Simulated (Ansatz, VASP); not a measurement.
**One calculation of Ca2BBrN2, two programs**

```
B Br Ca N
1.0
     1.91142    1.10356    8.57067
    -1.91142    1.10356    8.57067
     0.00000   -2.20712    8.57067
B Br Ca N
1 1 2 2
Direct
  0.50000 0.50000 0.50000
  0.00000 0.00000 0.00000
  0.24923 0.24923 0.24923
  0.75077 0.75077 0.75077
  0.44767 0.44767 0.44767
  0.55233 0.55233 0.55233
```

Alike in both runs: functional PBEsol; k mesh 6 × 6 × 6; occupations gaussian, width 0.02 eV; no spin polarisation.

Ansatz relaxed the structure, and its values are those at the end. VASP's run is a single point on that final structure, the one shown.

|  | VASP | Ansatz |
| --- | --- | --- |
| version | VASP 6.6.1 | Ansatz 0.2.0 |
| potentials or method | VASP PAW PBE potentials, release 64 (B, Br, Ca_sv, N), cutoff 520 eV | scalar-relativistic, plane waves, PAW |
| valence electrons in the cell | 40 | 40 |

Ansatz gave:

```
gap on the k mesh at the Fermi level (eV) : 3.00
least direct gap on the mesh (eV)         : 3.38
pressure (GPa)                            : 0.0
rms of the force components (eV/Å)        : 0.000
```

**Question.** Estimate VASP's values.

**Answer.** gap on the k mesh at the Fermi level (eV): 2.99; least direct gap on the mesh (eV): 3.37; pressure (GPa): 0.2; rms of the force components (eV/Å): 0.009.

VASP's potentials were made for PBE, not for PBEsol.
